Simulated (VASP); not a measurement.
# BaTi2Cr2 (I4/mmm) in VASP: notebook, part 2 of 2

VASP 6.6.1.

## (3) Single point, LDA, non-collinear spin, zero start, spin-orbit coupling

Input file INCAR:

```
ALGO = Normal ; EDIFF = 1E-6
ENCUT = 520 ; GGA_COMPAT = F
ISIF = 2 ; ISMEAR = -1
LASPH = T ; LCHARG = F
LMAXMIX = 4 ; LORBIT = 11
LORBMOM = T ; LREAL = F
LSORBIT = T ; LWAVE = F
MAGMOM = 0 0 0 0 0 0 0 0 0 0 0 0 0 0 0 ; NBANDS = 73
NELM = 150 ; PREC = Accurate
SIGMA = 0.1
```

Input file KPOINTS:

```
k-points
0
Gamma
  5 5 5
```

Input file POSCAR:

```
BaTi2Cr2
1.0
    0.0000000000      3.9570900400      0.0000000000
    3.9570900400      0.0000000000      0.0000000000
    1.9785450200      1.9785450200     -6.4012327700
Ba Ti Cr
1 2 2
Direct
    0.0000000000      0.0000000000      0.0000000000
    0.3570000000      0.3570000000      0.2860000000
    0.6430000000      0.6430000000      0.7140000000
    0.7500000000      0.2500000000      0.5000000000
    0.2500000000      0.7500000000      0.5000000000
```

Potentials or basis: VASP PAW LDA potentials, release 64 (Ba_sv, Ti_sv, Cr_pv).

Run with:

```console
cat potpaw_LDA.64/Ba_sv/POTCAR potpaw_LDA.64/Ti_sv/POTCAR potpaw_LDA.64/Cr_pv/POTCAR > POTCAR
mpirun -np 1 vasp_ncl > vasp.out
```

OUTCAR:

```text
EDIFF = 1E-6
   ENCUT = 520
   ISIF = 2
   ISMEAR = -1
   LASPH = T
   LORBIT = 11
   LREAL = F
   LSORBIT = T
   NELM = 150
   PREC = Accurate

 ion  position               nearest neighbor table
   1  0.000  0.000  0.000-   3 3.34   3 3.34   3 3.34   2 3.34   3 3.34   2 3.34   2 3.34   2 3.34
                             4 3.76   5 3.76   5 3.76   4 3.76   5 3.76   4 3.76   5 3.76   4 3.76
   2  0.357  0.357  0.286-   4 2.41   5 2.41   5 2.41   4 2.41   1 3.34   1 3.34   1 3.34   1 3.34

   3  0.643  0.643  0.714-   5 2.41   4 2.41   4 2.41   5 2.41   1 3.34   1 3.34   1 3.34   1 3.34

   4  0.750  0.250  0.500-   2 2.41   2 2.41   3 2.41   3 2.41   5 2.80   5 2.80   5 2.80   5 2.80
                             1 3.76   1 3.76   1 3.76   1 3.76
   5  0.250  0.750  0.500-   2 2.41   2 2.41   3 2.41   3 2.41   4 2.80   4 2.80   4 2.80   4 2.80
                             1 3.76   1 3.76   1 3.76   1 3.76

  LATTYP: Found a body centered tetragonal cell.
 ALAT       =     3.9570900400
 C/A-ratio  =     3.2353232832

  Lattice vectors:

 A1 = (  -1.9785450200,   1.9785450200,   6.4012327700)
 A2 = (   1.9785450200,  -1.9785450200,   6.4012327700)
 A3 = (   1.9785450200,   1.9785450200,  -6.4012327700)

Analysis of symmetry for initial positions (statically):
=====================================================================
 Subroutine PRICEL returns:
 Original cell was already a primitive cell.

 Routine SETGRP: Setting up the symmetry group for a
 body centered tetragonal supercell.

 Subroutine GETGRP returns: Found 16 space group operations
 (whereof 16 operations were pure point group operations)
 out of a pool of 16 trial point group operations.

The static configuration has the point symmetry D_4h.

Analysis of symmetry for dynamics (positions and initial velocities):
=====================================================================
 Subroutine PRICEL returns:
 Original cell was already a primitive cell.

 Routine SETGRP: Setting up the symmetry group for a
 body centered tetragonal supercell.

 Subroutine GETGRP returns: Found 16 space group operations
 (whereof 16 operations were pure point group operations)
 out of a pool of 16 trial point group operations.

The dynamic configuration has the point symmetry D_4h.

Analysis of structural, dynamic, and magnetic symmetry:
=====================================================================
 Subroutine PRICEL returns:
 Original cell was already a primitive cell.

 Routine SETGRP: Setting up the symmetry group for a
 body centered tetragonal supercell.

 Subroutine GETGRP returns: Found 16 space group operations
 (whereof 16 operations were pure point group operations)
 out of a pool of 16 trial point group operations.

The overall configuration has the point symmetry D_4h.

 Subroutine INISYM returns: Found 16 space group operations
 (whereof 16 operations are pure point group operations),
 and found     1 'primitive' translations

----------------------------------------------------------------------------------------

                                     Primitive cell

  volume of cell :     100.2341

  direct lattice vectors                    reciprocal lattice vectors
     0.000000000  3.957090040  0.000000000     0.000000000  0.252710954  0.078109954
[... 1470 lines left out ...]
  energy-cutoff  :      520.00
  volume of cell :      100.23
      direct lattice vectors                 reciprocal lattice vectors
     0.000000000  3.957090040  0.000000000     0.000000000  0.252710954  0.078109954
     3.957090040  0.000000000  0.000000000     0.252710954  0.000000000  0.078109954
     1.978545020  1.978545020 -6.401232770     0.000000000  0.000000000 -0.156219909

 POSITION                                       TOTAL-FORCE (eV/Angst)
 -----------------------------------------------------------------------------------
      0.00000      0.00000      0.00000        -0.000000     -0.000000      0.000000
      1.97855      1.97855     -1.83075        -0.000000     -0.000000      0.011076
      3.95709      3.95709     -4.57048         0.000000      0.000000     -0.011076
      1.97855      3.95709     -3.20062         0.000000      0.000000      0.000000
      3.95709      1.97855     -3.20062        -0.000000     -0.000000     -0.000000
 -----------------------------------------------------------------------------------
    total drift:                                0.000000      0.000000      0.000000

  FREE ENERGIE OF THE ION-ELECTRON SYSTEM (eV)
  ---------------------------------------------------
  free  energy   TOTEN  =       -36.7108923855 eV

  energy  without entropy=      -36.4342170875  energy(sigma->0) =      -36.57255474

 orbital moment (x)

 # of ion     p       d       tot
 ----------------------------------------
  1         0.000  -0.000  -0.000
  2        -0.000   0.000  -0.000
  3        -0.000   0.000  -0.000
  4        -0.000  -0.000  -0.000
  5        -0.000  -0.000  -0.000
 ----------------------------------------
           -0.000  -0.000  -0.000

 orbital moment (y)

 # of ion     p       d       tot
 ----------------------------------------
  1         0.000   0.000   0.000
  2        -0.000   0.000   0.000
  3        -0.000   0.000   0.000
  4         0.000  -0.000  -0.000
  5         0.000  -0.000  -0.000
 ----------------------------------------
           -0.000   0.000   0.000

 orbital moment (z)

 # of ion     p       d       tot
 ----------------------------------------
  1         0.000   0.000   0.000
  2         0.000  -0.000  -0.000
  3         0.000   0.000   0.000
  4         0.000  -0.000  -0.000
  5         0.000  -0.000  -0.000
 ----------------------------------------
            0.000  -0.000  -0.000

 Spin-Orbit-Coupling matrix elements

 Ion:    1  E_soc:     -0.4362859
 l=   1
     0.0000000    -0.0720674    -0.0728488
    -0.0720674     0.0000000    -0.0720674
    -0.0728488    -0.0720674     0.0000000
 l=   2
     0.0000000    -0.0000939     0.0000000    -0.0000939    -0.0002403
    -0.0000939     0.0000000    -0.0002613    -0.0000839    -0.0000624
     0.0000000    -0.0002613     0.0000000    -0.0002613     0.0000000
    -0.0000939    -0.0000839    -0.0002613     0.0000000    -0.0000624
    -0.0002403    -0.0000624     0.0000000    -0.0000624     0.0000000
 l=   3
     0.0000000     0.0000000     0.0000000     0.0000000     0.0000000     0.0000000     0.0000000
     0.0000000     0.0000000     0.0000000     0.0000000     0.0000000     0.0000000     0.0000000
     0.0000000     0.0000000     0.0000000     0.0000000     0.0000000     0.0000000     0.0000000
     0.0000000     0.0000000     0.0000000     0.0000000     0.0000000     0.0000000     0.0000000
[... 69 lines left out ...]
 l=   2
     0.0000000    -0.0001208     0.0000000    -0.0001208    -0.0004216
    -0.0001208     0.0000000    -0.0005302    -0.0001606    -0.0001939
     0.0000000    -0.0005302     0.0000000    -0.0005302     0.0000000
    -0.0001208    -0.0001606    -0.0005302     0.0000000    -0.0001939
    -0.0004216    -0.0001939     0.0000000    -0.0001939     0.0000000
 l=   3
     0.0000000     0.0000000     0.0000000     0.0000000     0.0000000     0.0000000     0.0000000
     0.0000000     0.0000000     0.0000000     0.0000000     0.0000000     0.0000000     0.0000000
     0.0000000     0.0000000     0.0000000     0.0000000     0.0000000     0.0000000     0.0000000
     0.0000000     0.0000000     0.0000000     0.0000000     0.0000000     0.0000000     0.0000000
     0.0000000     0.0000000     0.0000000     0.0000000     0.0000000     0.0000000     0.0000000
     0.0000000     0.0000000     0.0000000     0.0000000     0.0000000     0.0000000     0.0000000
     0.0000000     0.0000000     0.0000000     0.0000000     0.0000000     0.0000000     0.0000000

 total charge

# of ion       s       p       d       tot
------------------------------------------
    1        2.058   5.509   0.553   8.120
    2        2.310   6.054   2.169  10.533
    3        2.310   6.054   2.169  10.533
    4        0.431   6.223   4.337  10.992
    5        0.431   6.223   4.337  10.992
--------------------------------------------------
tot          7.541  30.064  13.564  51.168

 magnetization (x)

# of ion       s       p       d       tot
------------------------------------------
    1        0.000   0.000  -0.000  -0.000
    2        0.000   0.000   0.000   0.000
    3        0.000   0.000   0.000   0.000
    4       -0.000   0.000   0.000  -0.000
    5        0.000   0.000   0.000   0.000
--------------------------------------------------
tot          0.000   0.000  -0.000  -0.000

 magnetization (y)

# of ion       s       p       d       tot
------------------------------------------
    1        0.000   0.000   0.000   0.000
    2        0.000   0.000   0.000   0.000
    3        0.000   0.000   0.000   0.000
    4        0.000   0.000   0.000   0.000
    5        0.000   0.000   0.000   0.000
--------------------------------------------------
tot          0.000   0.000   0.000   0.000

 magnetization (z)

# of ion       s       p       d       tot
------------------------------------------
    1       -0.000   0.000  -0.000  -0.000
    2        0.000   0.000   0.000   0.000
    3        0.000   0.000   0.000   0.000
    4        0.000   0.000   0.000   0.000
    5        0.000   0.000   0.000   0.000
--------------------------------------------------
tot         -0.000   0.000  -0.000  -0.000
```

stdout:

```text
POSCAR found type information on POSCAR BaTiCr
 POSCAR found :  3 types and       5 ions
 scaLAPACK will be used
 LDA part: xc-table for (Slater(with rela. corr.)+CA(PZ))
 , standard interpolation
 POSCAR, INCAR and KPOINTS ok, starting setup
 FFT: planning ... GRIDC
 FFT: planning ... GRID_SOFT
 FFT: planning ... GRID
 WAVECAR not read
 entering main loop
```

Run time: 4.5 min. Hardware: 1 thread of Intel Xeon Platinum 8488C (Sapphire Rapids), shared host; peak memory 0.45 GiB.

What came out:

| Quantity | Value |
| --- | --- |
| Free energy | -36.7109 eV |
| Pressure | -2.5 GPa |
| Largest force | 0.011 eV/Å |
| Net moment | 0.00 μB per cell |
| Valence electrons inside the program's atomic spheres | Ba 8.12; Ti 10.53; Cr 10.99 |

Forces in eV/Å, atoms in the order of the input:
```
Ba   0.000  0.000  0.000
Ti   0.000  0.000  0.011
Ti   0.000  0.000 -0.011
Cr   0.000  0.000  0.000
Cr   0.000  0.000  0.000
```

Stress tensor (GPa, compression positive):
```
-3.43  0.00  0.00
 0.00 -3.43  0.00
 0.00  0.00 -0.79
```

Moments on the atoms (μB; x, y, z):
```
Ba  0.00 0.00 0.00
Ti  0.00 0.00 0.00
Ti  0.00 0.00 0.00
Cr  0.00 0.00 0.00
Cr  0.00 0.00 0.00
```

## (4) Single point, LDA

Input file INCAR:

```
PREC = Accurate
ENCUT = 520
EDIFF = 1E-7
ISMEAR = 0
SIGMA = 0.005
LREAL = False
LASPH = True
NELM = 100
ALGO = Normal
ISIF = 2
LWAVE = False
LCHARG = False
GGA = CA
NBANDS = 37
```

Input file KPOINTS:

```
Automatic mesh
0
Gamma
  5 5 5
```

POSCAR is that of step 3.

Run with:

```console
cat potpaw_LDA.64/Ba_sv/POTCAR potpaw_LDA.64/Ti_sv/POTCAR potpaw_LDA.64/Cr_pv/POTCAR > POTCAR
mpirun -np 1 vasp_std > vasp.out
```

It took 56 s on 1 thread of Intel Xeon Platinum 8488C (Sapphire Rapids), shared host; peak memory 0.22 GiB.

Results (log left out):

* Free energy: -36.3285 eV
* Pressure: -2.8 GPa
* Largest force: 0.111 eV/Å
* Band gap on the k mesh: zero (bands 29 and 30 overlap by 0.57 eV)

Forces on the atoms (eV/Å):
```
Ba   0.000  0.000  0.000
Ti   0.000  0.000 -0.111
Ti   0.000  0.000  0.111
Cr   0.000  0.000  0.000
Cr   0.000  0.000  0.000
```

Stress tensor (GPa, compression positive):
```
-3.59  0.00  0.00
 0.00 -3.59  0.00
 0.00  0.00 -1.11
```

Levels at points of the mesh, in eV from the Fermi level:
```
           k point  band 25  band 26  band 27  band 28  band 29  band 30  band 31  band 32  band 33  band 34
(0.00, 0.00, 0.00)    -0.98    -0.91    -0.91    -0.51     0.16     0.16     1.40     1.73     1.83     1.83
```

Caveat: spin-orbit coupling is left out, which moves the levels of the heavy elements; the run has no spin polarisation, though such a crystal can be magnetic.

## (5) Overview

| spin | smearing | gap on the mesh (eV) | pressure (GPa) | largest force (eV/Å) |
| --- | --- | --- | --- | --- |
| off | fermi-dirac 0.1 eV | none | -2.5 | - |
| non-collinear, zero start, SOC | fermi-dirac 0.1 eV | - | -2.5 | 0.01 |
| off | gaussian 0.005 eV | none | -2.8 | 0.11 |

Alike in all rows: task single point; level LDA; potentials or basis VASP PAW LDA potentials, release 64 (Ba_sv, Ti_sv, Cr_pv); cell as given; k mesh 5 × 5 × 5; cutoff (eV) 520.

Caveats: spin-orbit coupling is left out, which moves the levels of the heavy elements (at least some runs).

Total energies depend on the potentials used, so only differences within one code and one set of settings carry meaning.
